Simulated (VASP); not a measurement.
# GaAs in VASP: notebook, part 2 of 2

VASP 6.6.1. Earlier steps stand in the parts before.

**5. Single point, PBEsol, non-collinear spin, zero start, spin-orbit coupling**

This run uses another cell than the first one, of 22.59 Å³/atom.

File INCAR:

```
SYSTEM = GaAs
ALGO = Normal
EDIFF = 1E-6
ENCUT = 520
GGA = PS
GGA_COMPAT = .FALSE.
ISIF = 2
ISMEAR = -1
LASPH = .TRUE.
LCHARG = .TRUE.
LORBIT = 11
LORBMOM = .TRUE.
LREAL = .FALSE.
LSORBIT = .TRUE.
LVHAR = .TRUE.
LWAVE = .FALSE.
MAGMOM = 0 0 0 0 0 0
NBANDS = 30
NELM = 150
PREC = Accurate
SIGMA = 0.05
```

File KPOINTS:

```
k-points
0
G
  8 8 8
  0 0 0
```

File POSCAR:

```
GaAs
1.0
    0.0000000000      2.8268500000      2.8268500000
    2.8268500000      0.0000000000      2.8268500000
    2.8268500000      2.8268500000      0.0000000000
As Ga
1 1
Direct
    0.7500000000      0.7500000000      0.7500000000
    0.0000000000      0.0000000000      0.0000000000
```

Potentials or basis: VASP PAW PBE potentials, release 64 (As, Ga_d).

On the command line:

```
$ cat potpaw_PBE.64/As/POTCAR potpaw_PBE.64/Ga_d/POTCAR > POTCAR
$ mpirun -np 1 vasp_ncl > vasp.out
```

OUTCAR:

```text
SYSTEM = GaAs
   EDIFF = 1E-6
   ENCUT = 520
   GGA = PS
   ISIF = 2
   ISMEAR = -1
   LASPH = .TRUE.
   LORBIT = 11
   LREAL = .FALSE.
   LSORBIT = .TRUE.
   NELM = 150
   PREC = Accurate

 ion  position               nearest neighbor table
   1  0.750  0.750  0.750-   2 2.45   2 2.45   2 2.45   2 2.45
   2  0.000  0.000  0.000-   1 2.45   1 2.45   1 2.45   1 2.45

  LATTYP: Found a face centered cubic cell.
 ALAT       =     5.6537000000

  Lattice vectors:

 A1 = (   0.0000000000,   2.8268500000,   2.8268500000)
 A2 = (   2.8268500000,   0.0000000000,   2.8268500000)
 A3 = (   2.8268500000,   2.8268500000,   0.0000000000)

Analysis of symmetry for initial positions (statically):
=====================================================================
 Subroutine PRICEL returns:
 Original cell was already a primitive cell.

 Routine SETGRP: Setting up the symmetry group for a
 face centered cubic supercell.

 Subroutine GETGRP returns: Found 24 space group operations
 (whereof 24 operations were pure point group operations)
 out of a pool of 48 trial point group operations.

The static configuration has the point symmetry T_d .

Analysis of symmetry for dynamics (positions and initial velocities):
=====================================================================
 Subroutine PRICEL returns:
 Original cell was already a primitive cell.

 Routine SETGRP: Setting up the symmetry group for a
 face centered cubic supercell.

 Subroutine GETGRP returns: Found 24 space group operations
 (whereof 24 operations were pure point group operations)
 out of a pool of 48 trial point group operations.

The dynamic configuration has the point symmetry T_d .

Analysis of structural, dynamic, and magnetic symmetry:
=====================================================================
 Subroutine PRICEL returns:
 Original cell was already a primitive cell.

 Routine SETGRP: Setting up the symmetry group for a
 face centered cubic supercell.

 Subroutine GETGRP returns: Found 24 space group operations
 (whereof 24 operations were pure point group operations)
 out of a pool of 48 trial point group operations.

The overall configuration has the point symmetry T_d .

 Subroutine INISYM returns: Found 24 space group operations
 (whereof 24 operations are pure point group operations),
 and found     1 'primitive' translations

----------------------------------------------------------------------------------------

                                     Primitive cell

  volume of cell :      45.1792

  direct lattice vectors                    reciprocal lattice vectors
     0.000000000  2.826850000  2.826850000    -0.176875321  0.176875321  0.176875321
     2.826850000  0.000000000  2.826850000     0.176875321 -0.176875321  0.176875321
     2.826850000  2.826850000  0.000000000     0.176875321  0.176875321 -0.176875321

  length of vectors
     3.997769609  3.997769609  3.997769609     0.306357042  0.306357042  0.306357042

  position of ions in fractional coordinates (direct lattice)
     0.750000000  0.750000000  0.750000000
[... 935 lines left out ...]
  Direction    XX          YY          ZZ          XY          YZ          ZX
  --------------------------------------------------------------------------------------
  -------------------------------------------------------------------------------------
  Total        0.0927946      0.0927946      0.0927946      0.0000000      0.0000000      0.0000000
  in kB        3.2907501      3.2907501      3.2907501      0.0000000      0.0000000      0.0000000
  external PRESSURE =       3.2907501 kB  Pullay stress =       0.0000000 kB

 VOLUME and BASIS-vectors are now :
 -----------------------------------------------------------------------------
  energy-cutoff  :      520.00
  volume of cell :       45.18
      direct lattice vectors                 reciprocal lattice vectors
     0.000000000  2.826850000  2.826850000    -0.176875321  0.176875321  0.176875321
     2.826850000  0.000000000  2.826850000     0.176875321 -0.176875321  0.176875321
     2.826850000  2.826850000  0.000000000     0.176875321  0.176875321 -0.176875321

 POSITION                                       TOTAL-FORCE (eV/Angst)
 -----------------------------------------------------------------------------------
      4.24027      4.24027      4.24027         0.000000      0.000000      0.000000
      0.00000      0.00000      0.00000        -0.000000     -0.000000     -0.000000
 -----------------------------------------------------------------------------------
    total drift:                                0.000000      0.000000      0.000000

  FREE ENERGIE OF THE ION-ELECTRON SYSTEM (eV)
  ---------------------------------------------------
  free  energy   TOTEN  =        -9.1051693829 eV

  energy  without entropy=       -9.1050919156  energy(sigma->0) =       -9.10513065

 orbital moment (x)

 # of ion     p       d       tot
 ----------------------------------------
  1         0.000   0.000   0.000
  2        -0.000   0.000  -0.000
 ----------------------------------------
           -0.000   0.000   0.000

 orbital moment (y)

 # of ion     p       d       tot
 ----------------------------------------
  1        -0.000   0.000  -0.000
  2        -0.000  -0.000  -0.000
 ----------------------------------------
           -0.000  -0.000  -0.000

 orbital moment (z)

 # of ion     p       d       tot
 ----------------------------------------
  1         0.000  -0.000  -0.000
  2         0.000   0.000   0.000
 ----------------------------------------
            0.000   0.000   0.000

 Spin-Orbit-Coupling matrix elements

 Ion:    1  E_soc:     -0.0240462
 l=   1
     0.0000000    -0.0040002    -0.0040002
    -0.0040002     0.0000000    -0.0040002
    -0.0040002    -0.0040002     0.0000000
 l=   2
     0.0000000    -0.0000036     0.0000000    -0.0000036    -0.0000039
    -0.0000036     0.0000000    -0.0000029    -0.0000036    -0.0000010
     0.0000000    -0.0000029     0.0000000    -0.0000029     0.0000000
    -0.0000036    -0.0000036    -0.0000029     0.0000000    -0.0000010
    -0.0000039    -0.0000010     0.0000000    -0.0000010     0.0000000
 l=   3
     0.0000000     0.0000000     0.0000000     0.0000000     0.0000000     0.0000000     0.0000000
     0.0000000     0.0000000     0.0000000     0.0000000     0.0000000     0.0000000     0.0000000
     0.0000000     0.0000000     0.0000000     0.0000000     0.0000000     0.0000000     0.0000000
     0.0000000     0.0000000     0.0000000     0.0000000     0.0000000     0.0000000     0.0000000
     0.0000000     0.0000000     0.0000000     0.0000000     0.0000000     0.0000000     0.0000000
     0.0000000     0.0000000     0.0000000     0.0000000     0.0000000     0.0000000     0.0000000
     0.0000000     0.0000000     0.0000000     0.0000000     0.0000000     0.0000000     0.0000000

 Ion:    2  E_soc:     -0.0120216
 l=   1
     0.0000000    -0.0011662    -0.0011662
    -0.0011662     0.0000000    -0.0011662
    -0.0011662    -0.0011662     0.0000000
 l=   2
     0.0000000    -0.0001666     0.0000000    -0.0001666    -0.0006708
    -0.0001666     0.0000000    -0.0005031    -0.0001666    -0.0001677
     0.0000000    -0.0005031     0.0000000    -0.0005031     0.0000000
    -0.0001666    -0.0001666    -0.0005031     0.0000000    -0.0001677
    -0.0006708    -0.0001677     0.0000000    -0.0001677     0.0000000
 l=   3
     0.0000000     0.0000000     0.0000000     0.0000000     0.0000000     0.0000000     0.0000000
     0.0000000     0.0000000     0.0000000     0.0000000     0.0000000     0.0000000     0.0000000
     0.0000000     0.0000000     0.0000000     0.0000000     0.0000000     0.0000000     0.0000000
     0.0000000     0.0000000     0.0000000     0.0000000     0.0000000     0.0000000     0.0000000
     0.0000000     0.0000000     0.0000000     0.0000000     0.0000000     0.0000000     0.0000000
     0.0000000     0.0000000     0.0000000     0.0000000     0.0000000     0.0000000     0.0000000
     0.0000000     0.0000000     0.0000000     0.0000000     0.0000000     0.0000000     0.0000000

 total charge

# of ion       s       p       d       tot
------------------------------------------
    1        1.212   1.591   0.031   2.834
    2        0.883   0.803   9.994  11.680
--------------------------------------------------
tot          2.095   2.394  10.026  14.515

 magnetization (x)

# of ion       s       p       d       tot
------------------------------------------
    1       -0.000   0.000  -0.000   0.000
    2       -0.000   0.000   0.000  -0.000
--------------------------------------------------
tot         -0.000   0.000  -0.000  -0.000

 magnetization (y)

# of ion       s       p       d       tot
------------------------------------------
    1        0.000   0.000  -0.000   0.000
    2        0.000   0.000  -0.000  -0.000
--------------------------------------------------
tot          0.000   0.000  -0.000   0.000

 magnetization (z)

# of ion       s       p       d       tot
------------------------------------------
    1       -0.000   0.000   0.000   0.000
    2        0.000   0.000   0.000   0.000
--------------------------------------------------
tot          0.000   0.000   0.000   0.000
```

stdout:

```text
POSCAR found type information on POSCAR AsGa
 POSCAR found :  2 types and       2 ions
 scaLAPACK will be used
 -----------------------------------------------------------------------------
|                                                                             |
|                                                                             |
|     You enforced a specific xc type in the INCAR file but a different       |
|     I HOPE YOU KNOW WHAT YOU ARE DOING!                                     |
|                                                                             |
 -----------------------------------------------------------------------------

 LDA part: xc-table for (Slater+PW92), standard interpolation
 POSCAR, INCAR and KPOINTS ok, starting setup
 FFT: planning ... GRIDC
 FFT: planning ... GRID_SOFT
 FFT: planning ... GRID
 WAVECAR not read
 entering main loop
```

It took 4.1 min on 1 thread of Intel Xeon 8259CL, shared host; peak memory 0.33 GiB.

Results:

| Quantity | Value |
| --- | --- |
| Free energy | -9.1052 eV |
| Pressure | 0.3 GPa |
| Net moment | 0.00 μB per cell |
| Valence electrons inside the program's atomic spheres | As 2.83; Ga 11.68 |

Moments on the atoms (μB; x, y, z):
```
As  0.00 0.00 0.00
Ga  0.00 0.00 0.00
```

Caveat: the PAW data sets were made with another functional, which shifts forces and pressure a little.

**6. The runs side by side**

| spin | cell | k mesh | gap on the mesh (eV) | pressure (GPa) |
| --- | --- | --- | --- | --- |
| off | a = 3.958, b = 3.958, c = 3.918 Å, angles 60.3, 60.3, 59.3°, 2 atoms | 7 × 7 × 7 | 0.72 | 3.5 |
| off | a = 3.978, b = 3.978, c = 3.958 Å, angles 60.2, 60.2, 59.7°, 2 atoms | 7 × 7 × 7 | 0.59 | 1.8 |
| off | a = 4.018, b = 4.018, c = 4.038 Å, angles 59.8, 59.8, 60.3°, 2 atoms | 7 × 7 × 7 | 0.27 | -1.0 |
| non-collinear, zero start, SOC | a = 3.998 Å, angles 60.0°, 2 atoms | 8 × 8 × 8 | - | 0.3 |

Alike in all rows: task single point; level PBEsol; potentials or basis VASP PAW PBE potentials, release 64 (As, Ga_d); cutoff (eV) 520; smearing fermi-dirac 0.05 eV.

Caveats: the PAW data sets were made with another functional, which shifts forces and pressure a little; an odd mesh through Γ misses points on the zone boundary, where band edges can lie (at least some runs); the cell stands under pressure (at least some runs).

Total energies depend on the potentials used, so only differences within one code and one set of settings carry meaning.
